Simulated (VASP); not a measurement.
# Rb (I4/mmm) in VASP: notebook

Runs on Rb. Level: r2SCAN. Tasks: single point.

Program: VASP 6.6.1. These are calculated values, not measurements. Logs are shortened: lines on timing, memory, paths and dates and some standing lists are left out, and cuts for length are marked.

## 1. The cell of the first run

The structure is tetragonal, space group I4/mmm (No. 139). Conventional cell: a = 5.998 Å, b = 5.998 Å, c = 5.413 Å, α = 90.00°, β = 90.00°, γ = 90.00°.

## 2. Single point, r2SCAN (biaxial strain in the a-b plane: +1.5 %, then relaxed in part)

POSCAR reads:

```
Rb
1.0
    5.9976590788      0.0000000000      0.0000000000
    0.0000000000      5.9976590788      0.0000000000
    0.0000000000      0.0000000000      5.4125351775
Rb
2
Direct
    0.0000000000      0.0000000000      0.0000000000
    0.5000000000      0.5000000000      0.5000000000
```

INCAR.step1 reads:

```
SYSTEM = Rb
PREC = Accurate
ENCUT = 520
ISMEAR = 0
SIGMA = 0.1
LREAL = .False.
LASPH = .True.
NELM = 60
NBANDS = 16
GGA = PE
ALGO = Normal
EDIFF = 1E-4
LWAVE = .True.
LCHARG = .False.
```

INCAR.step2 reads:

```
SYSTEM = Rb
PREC = Accurate
ENCUT = 520
EDIFF = 1E-6
ISMEAR = 0
SIGMA = 0.1
LREAL = .False.
LASPH = .True.
NELM = 60
ALGO = Normal
ISIF = 2
LWAVE = .False.
LCHARG = .True.
METAGGA = R2SCAN
LMIXTAU = .True.
LELF = .True.
LVHAR = .True.
NBANDS = 16
ISTART = 1
```

KPOINTS reads:

```
regular mesh
0
Gamma
  8 8 8
  0 0 0
```

Potentials or basis: VASP PAW PBE potentials, release 64 (Rb_sv).

Run with:

```console
$ cat potpaw_PBE.64/Rb_sv/POTCAR > POTCAR
$ cp INCAR.step1 INCAR
$ mpirun -np 1 vasp_std > vasp.out
$ cp INCAR.step2 INCAR
$ mpirun -np 1 vasp_std > vasp.out
```

OUTCAR:

```text
SYSTEM = Rb
   PREC = Accurate
   ENCUT = 520
   EDIFF = 1E-6
   ISMEAR = 0
   LREAL = .False.
   LASPH = .True.
   NELM = 60
   ISIF = 2
   METAGGA = R2SCAN
   ISTART = 1

 ion  position               nearest neighbor table
   1  0.000  0.000  0.000-   2 5.03   2 5.03   2 5.03   2 5.03   2 5.03   2 5.03   2 5.03   2 5.03

   2  0.500  0.500  0.500-   1 5.03   1 5.03   1 5.03   1 5.03   1 5.03   1 5.03   1 5.03   1 5.03

  LATTYP: Found a simple tetragonal cell.
 ALAT       =     5.9976590788
 C/A-ratio  =     0.9024412869

  Lattice vectors:

 A1 = (   5.9976590788,   0.0000000000,   0.0000000000)
 A2 = (   0.0000000000,   5.9976590788,   0.0000000000)
 A3 = (   0.0000000000,   0.0000000000,   5.4125351775)

Analysis of symmetry for initial positions (statically):
=====================================================================
 Subroutine PRICEL returns following result:

  LATTYP: Found a body centered tetragonal cell.
 ALAT       =     5.9976590788
 C/A-ratio  =     0.9024412869

  Lattice vectors:

 A1 = (  -2.9988295394,  -2.9988295394,  -2.7062675888)
 A2 = (   2.9988295394,   2.9988295394,  -2.7062675887)
 A3 = (   2.9988295394,  -2.9988295394,   2.7062675888)

   2 primitive cells build up your supercell.

 Routine SETGRP: Setting up the symmetry group for a
 simple tetragonal supercell.

 Subroutine GETGRP returns: Found 16 space group operations
 (whereof 16 operations were pure point group operations)
 out of a pool of 16 trial point group operations.

The static configuration has the point symmetry D_4h.

Analysis of symmetry for dynamics (positions and initial velocities):
=====================================================================
 Subroutine PRICEL returns following result:

  LATTYP: Found a body centered tetragonal cell.
 ALAT       =     5.9976590788
 C/A-ratio  =     0.9024412869

  Lattice vectors:

 A1 = (  -2.9988295394,  -2.9988295394,  -2.7062675888)
 A2 = (   2.9988295394,   2.9988295394,  -2.7062675887)
 A3 = (   2.9988295394,  -2.9988295394,   2.7062675888)

   2 primitive cells build up your supercell.

 Routine SETGRP: Setting up the symmetry group for a
 simple tetragonal supercell.

 Subroutine GETGRP returns: Found 16 space group operations
 (whereof 16 operations were pure point group operations)
 out of a pool of 16 trial point group operations.

The dynamic configuration has the point symmetry D_4h.

 Subroutine INISYM returns: Found 16 space group operations
 (whereof 16 operations are pure point group operations),
 and found     2 'primitive' translations

----------------------------------------------------------------------------------------

                                     Primitive cell

  volume of cell :      97.3496

  direct lattice vectors                    reciprocal lattice vectors
    -2.998829539 -2.998829539 -2.706267589     0.000000000 -0.166731718 -0.184756305
     2.998829539  2.998829539 -2.706267589     0.166731718  0.000000000 -0.184756305
     2.998829539 -2.998829539  2.706267589     0.166731718 -0.166731718  0.000000000

  length of vectors
     5.030888736  5.030888736  5.030888736     0.248866145  0.248866145  0.235794256

  position of ions in fractional coordinates (direct lattice)
     0.000000000  0.000000000  0.000000000

  ion indices of the primitive-cell ions
   primitive index   ion index
                 1           1

----------------------------------------------------------------------------------------

 KPOINTS: regular mesh

Automatic generation of k-mesh.
 Grid dimensions read from file:
 generate k-points for:    8    8    8

 Generating k-lattice:

  Cartesian coordinates                     Fractional coordinates (reciprocal lattice)
     0.020841465  0.000000000  0.000000000     0.125000000  0.000000000  0.000000000
     0.000000000  0.020841465  0.000000000     0.000000000  0.125000000  0.000000000
     0.000000000  0.000000000  0.023094538     0.000000000  0.000000000  0.125000000

  Length of vectors
     0.020841465  0.020841465  0.023094538

  Shift w.r.t. Gamma in fractional coordinates (k-lattice)
     0.000000000  0.000000000  0.000000000

 Subroutine IBZKPT returns following result:
 ===========================================

 Found     75 irreducible k-points:

 Following reciprocal coordinates:
            Coordinates               Weight
  0.000000  0.000000  0.000000      1.000000
  0.125000  0.000000  0.000000      4.000000
  0.250000  0.000000  0.000000      4.000000
  0.375000  0.000000  0.000000      4.000000
  0.500000  0.000000  0.000000      2.000000
  0.125000  0.125000  0.000000      4.000000
[... 16 lines left out ...]
  0.375000  0.125000  0.125000     16.000000
  0.500000  0.125000  0.125000      8.000000
 [... further k-points ...]
   k-points           NKPTS =     75   k-points in BZ     NKDIM =     75   number of bands    NBANDS=     16
   number of dos      NEDOS =    301   number of ions     NIONS =      2
   total plane-waves  NPLWV =  92160
   dimension x,y,z NGX =    48 NGY =   48 NGZ =   40
   dimension x,y,z NGXF=    96 NGYF=   96 NGZF=   80
   ions per type =               2
   NGX,Y,Z   is equivalent  to a cutoff of  13.30, 13.30, 12.29 a.u.
   NGXF,Y,Z  is equivalent  to a cutoff of  26.61, 26.61, 24.57 a.u.
 SYSTEM =  Rb
   PREC   = accura    normal or accurate (medium, high low for compatibility)
   ISTART =      1    job   : 0-new  1-cont  2-samecut
   ICHARG =      0    charge: 1-file 2-atom 10-const
   ISPIN  =      1    spin polarized calculation?
   LNONCOLLINEAR =      F non collinear calculations
   LSORBIT =      F    spin-orbit coupling
   LASPH  =      T    aspherical Exc in radial PAW
   ENCUT  =  520.0 eV  38.22 Ry    6.18 a.u.  11.15 11.15 10.06*2*pi/ulx,y,z
   NELM   =     60;   NELMIN=  2; NELMDL=  0     # of ELM steps
   EDIFF  = 0.1E-05   stopping-criterion for ELM
   LREAL  =      F    real-space projection
   EDIFFG = 0.1E-04   stopping-criterion for IOM
   NSW    =      0    number of steps for IOM
   IBRION =     -1    ionic relax: 0-MD 1-quasi-New 2-CG
   NFREE  =      0    steps in history (QN), initial steepest desc. (CG)
   ISIF   =      2    stress and relaxation
   ISYM   =      2    0-nonsym 1-usesym 2-fastsym
   POTIM  = 0.5000    time-step for ionic-motion
   TEBEG  =    0.0;   TEEND  =   0.0 temperature during run
   PSTRESS=    0.0 pullay stress
   NELECT =      18.0000    total number of electrons
   NUPDOWN=      -1.0000    fix difference up-down
   EMIN   =  10.00;   EMAX   =-10.00  energy-range for DOS
   EFERMI =   0.00;   METHOD = LEGACY
   ISMEAR =     0;   SIGMA  =   0.10  broadening in eV -4-tet -1-fermi 0-gaus
   EFERMI_NEDOS =   21; number of points for ismear=-14 and -15
   IALGO  =     38    algorithm
   IMIX   =      4    mixing-type and parameters
     AMIX     =   0.40;   BMIX     =  1.00
     AMIX_MAG =   1.60;   BMIX_MAG =  1.00
  volume/ion in A,a.u.               =      97.35       656.95
  Fermi-wavevector in a.u.,A,eV,Ry     =   0.740249  1.398867  7.455556  0.547968
  Thomas-Fermi vector in A             =   1.834605
   LORBIT       =      0    0 simple, 1 ext, 2 COOP (PROOUT), +10 PAW based schemes
   METAGGA = R2SCAN    functional components
   LHFCALC =     F    Hartree Fock is set to
   AEXX    =    0.0000 exact exchange contribution
   IVDW    =     0    specifies the selected vdW correction
   LEPSILON=     F    determine dielectric tensor
   LRPA    =     F    only Hartree local field effects (RPA)
 non-spin polarized calculation
 Gauss-broadening in eV      SIGMA  =   0.10
  energy-cutoff  :      520.00
  volume of cell :      194.70
 maximum number of plane-waves:      5304
 NGX is ok and might be reduce to    48
   NGX = 23   NGY = 23   NGZ = 21

 number of electron      18.0000000 magnetization

 Free energy of the ion-electron system (eV)
  ---------------------------------------------------
  ext. energy  EPLUGINS =         0.00000000
  ---------------------------------------------------
  free energy    TOTEN  =       -27.83715230 eV

  energy without entropy =      -27.82840427  energy(sigma->0) =      -27.83277828

 E-fermi :  -0.0671     XC(G=0):  -5.5579

 val. band max:       -0.0780364689   @ k =   0.5000   0.3750   0.1250
 cond. band min:      -0.0340076037   @ k =   0.5000   0.0000   0.3750
 fundamental gap:      0.0440288652
 Fermi energy:        -0.0671089840

 k-point     1 :       0.0000    0.0000    0.0000
  band No.  band energies     occupation
      1     -30.1949      2.00000
      2     -30.1892      2.00000
      3     -13.7485      2.00000
      4     -13.7485      2.00000
      5     -13.7333      2.00000
      6     -13.6895      2.00000
[... 8 lines left out ...]
     15       4.0217      0.00000
     16       4.1972      0.00000

 k-point     2 :       0.1250    0.0000    0.0000
  band No.  band energies     occupation
      1     -30.1947      2.00000
      2     -30.1894      2.00000
      3     -13.7476      2.00000
      4     -13.7462      2.00000
      5     -13.7316      2.00000
      6     -13.6931      2.00000
[... 8 lines left out ...]
     15       3.9547      0.00000
     16       4.1143      0.00000

 k-point     3 :       0.2500    0.0000    0.0000
  band No.  band energies     occupation
      1     -30.1940      2.00000
      2     -30.1900      2.00000
      3     -13.7444      2.00000
      4     -13.7396      2.00000
      5     -13.7266      2.00000
      6     -13.7027      2.00000
[... 8 lines left out ...]
     15       3.6217      0.00000
     16       3.8201      0.00000

 k-point     4 :       0.3750    0.0000    0.0000
  band No.  band energies     occupation
      1     -30.1931      2.00000
      2     -30.1909      2.00000
      3     -13.7380      2.00000
      4     -13.7298      2.00000
      5     -13.7193      2.00000
      6     -13.7155      2.00000
[... 8 lines left out ...]
     15       3.7169      0.00000
     16       3.7606      0.00000
[... 324 lines left out ...]
 k-point    22 :       0.2500    0.1250    0.1250
  band No.  band energies     occupation
      1     -30.1936      2.00000
      2     -30.1902      2.00000
      3     -13.7504      2.00000
      4     -13.7365      2.00000
      5     -13.7194      2.00000
      6     -13.7192      2.00000
[... 8 lines left out ...]
     15       3.5050      0.00000
     16       4.1602      0.00000

 k-point    23 :       0.3750    0.1250    0.1250
  band No.  band energies     occupation
      1     -30.1928      2.00000
      2     -30.1909      2.00000
      3     -13.7488      2.00000
      4     -13.7319      2.00000
      5     -13.7274      2.00000
      6     -13.7104      2.00000
[... 8 lines left out ...]
     15       3.6876      0.00000
     16       4.0999      0.00000

 k-point    24 :       0.5000    0.1250    0.1250
  band No.  band energies     occupation
      1     -30.1919      2.00000
      2     -30.1919      2.00000
      3     -13.7424      2.00000
      4     -13.7424      2.00000
      5     -13.7168      2.00000
      6     -13.7168      2.00000
[... 8 lines left out ...]
     15       3.8873      0.00000
     16       3.8873      0.00000

 [... further k-points ...]

------------------------ aborting loop because EDIFF is reached ----------------------------------------

  FORCE on cell =-STRESS in cart. coord.  units (eV):
  Direction    XX          YY          ZZ          XY          YZ          ZX
  --------------------------------------------------------------------------------------
  -------------------------------------------------------------------------------------
  Total       -0.1183357     -0.1183357      0.0271350      0.0000000     -0.0000000      0.0000000
  in kB       -0.9737827     -0.9737827      0.2232936      0.0000000     -0.0000000      0.0000000
  external PRESSURE =      -0.5747573 kB  Pullay stress =       0.0000000 kB

 VOLUME and BASIS-vectors are now :
 -----------------------------------------------------------------------------
  energy-cutoff  :      520.00
  volume of cell :      194.70
      direct lattice vectors                 reciprocal lattice vectors
     5.997659079  0.000000000  0.000000000     0.166731718  0.000000000  0.000000000
     0.000000000  5.997659079  0.000000000     0.000000000  0.166731718  0.000000000
     0.000000000  0.000000000  5.412535177     0.000000000  0.000000000  0.184756305

 POSITION                                       TOTAL-FORCE (eV/Angst)
 -----------------------------------------------------------------------------------
      0.00000      0.00000      0.00000         0.000000      0.000000     -0.000000
      2.99883      2.99883      2.70627        -0.000000     -0.000000      0.000000
 -----------------------------------------------------------------------------------
    total drift:                                0.000000     -0.000000     -0.000000

  FREE ENERGIE OF THE ION-ELECTRON SYSTEM (eV)
  ---------------------------------------------------
  free  energy   TOTEN  =       -27.8371522969 eV

  energy  without entropy=      -27.8284042650  energy(sigma->0) =      -27.83277828
```

Wall time 5.9 min (1 thread of Intel Xeon 6975P-C (Granite Rapids), shared host); peak memory 0.44 GiB.

Results:

* Free energy: -27.8372 eV
* Pressure: -0.1 GPa
* Band gap on the k mesh: zero (bands 9 and 10 overlap by 2.02 eV)

Caveat: the cell differs from its parent crystal (biaxial strain in the a-b plane: +1.5 %, then relaxed in part); the PAW data sets were made with another functional, which shifts forces and pressure a little.

## 3. Single point, r2SCAN (biaxial strain in the a-b plane: +3.0 %, then relaxed in part)

POSCAR reads:

```
Rb
1.0
    6.0862944347      0.0000000000      0.0000000000
    0.0000000000      6.0862944347      0.0000000000
    0.0000000000      0.0000000000      5.3633799640
Rb
2
Direct
    0.0000000000      0.0000000000      0.0000000000
    0.5000000000      0.5000000000      0.5000000000
```

INCAR.step1 reads:

```
ALGO     = Normal         # electronic algorithm
EDIFF    = 1E-4           # SCF threshold, eV
ENCUT    = 520            # plane-wave cutoff, eV
GGA      = PE             # functional
ISMEAR   = 0              # smearing method
LASPH    = True           # aspherical terms in the spheres
LCHARG   = False          # write CHGCAR
LREAL    = False          # projectors in reciprocal space
LWAVE    = True           # write WAVECAR
NBANDS   = 16             # bands
NELM     = 60             # most SCF steps
PREC     = Accurate       # precision mode
SIGMA    = 0.1            # smearing width, eV
```

INCAR.step2 reads:

```
ALGO     = Normal         # electronic algorithm
EDIFF    = 1E-6           # SCF threshold, eV
ENCUT    = 520            # plane-wave cutoff, eV
ISIF     = 2              # what is computed and relaxed
ISMEAR   = 0              # smearing method
ISTART   = 1            
LASPH    = True           # aspherical terms in the spheres
LCHARG   = False          # write CHGCAR
LMIXTAU  = True         
LREAL    = False          # projectors in reciprocal space
LWAVE    = False          # write WAVECAR
METAGGA  = R2SCAN         # meta-GGA
NBANDS   = 16             # bands
NELM     = 60             # most SCF steps
PREC     = Accurate       # precision mode
SIGMA    = 0.1            # smearing width, eV
```

KPOINTS reads:

```
k-points
0
Gamma
  8 8 8
```

Potentials or basis: VASP PAW PBE potentials, release 64 (Rb_sv).

Run with:

```console
$ cat potpaw_PBE.64/Rb_sv/POTCAR > POTCAR
$ cp INCAR.step1 INCAR
$ mpirun -np 1 vasp_std > vasp.out
$ cp INCAR.step2 INCAR
$ mpirun -np 1 vasp_std > vasp.out
```

Wall time 5.3 min (1 thread of Intel Xeon 6975P-C (Granite Rapids), shared host); peak memory 0.44 GiB.

Results (log left out):

* Free energy: -27.8324 eV
* Pressure: -0.1 GPa
* Band gap on the k mesh: zero (bands 9 and 10 overlap by 2.03 eV)

Stress tensor (GPa, compression positive):
```
-0.15  0.00  0.00
 0.00 -0.15  0.00
 0.00  0.00  0.01
```

Levels at points of the mesh, in eV from the Fermi level:
| k point | band 7 | band 8 | band 9 | band 10 | band 11 | band 12 |
| --- | --- | --- | --- | --- | --- | --- |
| (0.00, 0.00, 0.00) | -13.63 | -13.63 | -1.98 | 1.20 | 1.53 | 2.86 |
| (0.50, 0.00, 0.00) | -13.65 | -13.65 | -0.73 | -0.73 | 2.46 | 2.46 |
| (0.50, 0.50, 0.00) | -13.62 | -13.62 | 0.21 | 0.21 | 0.47 | 0.47 |
| (0.00, 0.00, 0.50) | -13.65 | -13.65 | -0.40 | -0.40 | 2.54 | 2.54 |
| (0.50, 0.00, 0.50) | -13.63 | -13.63 | 0.46 | 0.46 | 0.78 | 0.78 |
| (0.50, 0.50, 0.50) | -13.66 | -13.66 | 1.30 | 1.30 | 1.30 | 1.30 |

Caveat: the cell differs from its parent crystal (biaxial strain in the a-b plane: +3.0 %, then relaxed in part); the PAW data sets were made with another functional, which shifts forces and pressure a little.

## 4. Single point, r2SCAN (biaxial strain in the a-b plane: +3.0 %)

POSCAR is that of step 3.

INCAR.step1 reads:

```
SYSTEM = Rb
PREC = Accurate ; ENCUT = 520
ISMEAR = 0 ; SIGMA = 0.1
LREAL = .False. ; LASPH = .True.
NELM = 80 ; NBANDS = 16
GGA = PE ; ALGO = Normal
EDIFF = 1E-4 ; LWAVE = .True.
LCHARG = .False.
```

INCAR.step2 reads:

```
SYSTEM = Rb
PREC = Accurate ; ENCUT = 520
EDIFF = 1E-6 ; ISMEAR = 0
SIGMA = 0.1 ; LREAL = .False.
LASPH = .True. ; NELM = 80
ALGO = Normal ; ISIF = 2
LWAVE = .False. ; LCHARG = .True.
METAGGA = R2SCAN ; LMIXTAU = .True.
LELF = .True. ; LVHAR = .True.
NBANDS = 16 ; ISTART = 1
```

KPOINTS reads:

```
regular mesh
0
Gamma
  8 8 8
  0 0 0
```

Run with:

```console
$ cat potpaw_PBE.64/Rb_sv/POTCAR > POTCAR
$ cp INCAR.step1 INCAR
$ mpirun -np 1 vasp_std > vasp.out
$ cp INCAR.step2 INCAR
$ mpirun -np 1 vasp_std > vasp.out
```

Wall time 5.2 min (1 thread of Intel Xeon 6975P-C (Granite Rapids), shared host); peak memory 0.44 GiB.

It converged, with:

- Free energy: -27.8324 eV
- Pressure: -0.1 GPa
- Band gap on the k mesh: zero (bands 9 and 10 overlap by 2.03 eV)

Stress tensor (GPa, compression positive):
```
-0.15  0.00  0.00
 0.00 -0.15  0.00
 0.00  0.00  0.01
```

Levels at points of the mesh, in eV from the Fermi level:
| k point | band 6 | band 7 | band 8 | band 9 | band 10 | band 11 | band 12 | band 13 |
| --- | --- | --- | --- | --- | --- | --- | --- | --- |
| (0.00, 0.00, 0.00) | -13.63 | -13.63 | -13.63 | -1.98 | 1.20 | 1.53 | 2.86 | 2.86 |
| (0.50, 0.00, 0.00) | -13.66 | -13.65 | -13.65 | -0.73 | -0.73 | 2.46 | 2.46 | 2.93 |
| (0.50, 0.50, 0.00) | -13.65 | -13.62 | -13.62 | 0.21 | 0.21 | 0.47 | 0.47 | 3.39 |
| (0.00, 0.00, 0.50) | -13.65 | -13.65 | -13.65 | -0.40 | -0.40 | 2.54 | 2.54 | 2.98 |
| (0.50, 0.00, 0.50) | -13.65 | -13.63 | -13.63 | 0.46 | 0.46 | 0.78 | 0.78 | 2.64 |
| (0.50, 0.50, 0.50) | -13.66 | -13.66 | -13.66 | 1.30 | 1.30 | 1.30 | 1.30 | 1.41 |

Caveat: the cell differs from its parent crystal (biaxial strain in the a-b plane: +3.0 %); the PAW data sets were made with another functional, which shifts forces and pressure a little.

The gap in the log of VASP goes by the Fermi energy; the results here count the filled bands.